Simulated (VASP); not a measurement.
Ga, 2 atoms in the cell. It takes space group P6_3/mmc (No. 194, hexagonal). Conventional cell: a = 2.248 Å, b = 2.248 Å, c = 3.755 Å, α = 90.00°, β = 90.00°, γ = 120.00°. Within 3.0 Å of Ga (site symmetry -6m2) lie 12 Ga at 2.25 to 2.28 Å. 

- Program: VASP 6.6.1
- Task: single point
- Functional: PBE
- Potentials or basis: VASP PAW PBE potentials, release 64 (Ga_d)
- Cutoff: 520 eV
- k mesh: 14 × 14 × 8
- Occupations: fermi-dirac, width 0.1 eV
- Spin: no spin polarisation
- Dipole correction: no
- Further INCAR settings: ALGO = Normal; EDIFF = 1e-06; NBANDS = 20

Potentials or basis: VASP PAW PBE potentials, release 64 (Ga_d).

The run is started by

```console
$ cat potpaw_PBE.64/Ga_d/POTCAR > POTCAR
$ mpirun -np 1 vasp_std > vasp.out
```

Hardware: 1 thread of Intel(R) Xeon(R) Platinum 8488C (Sapphire Rapids) (shared host).

Problem. How long does it take, and how much memory?

Solution. Wall time 22 s on 1 thread of Intel(R) Xeon(R) Platinum 8488C (Sapphire Rapids) (shared host), peak memory 0.15 GiB. Counts: scf iterations 12, k points 120.
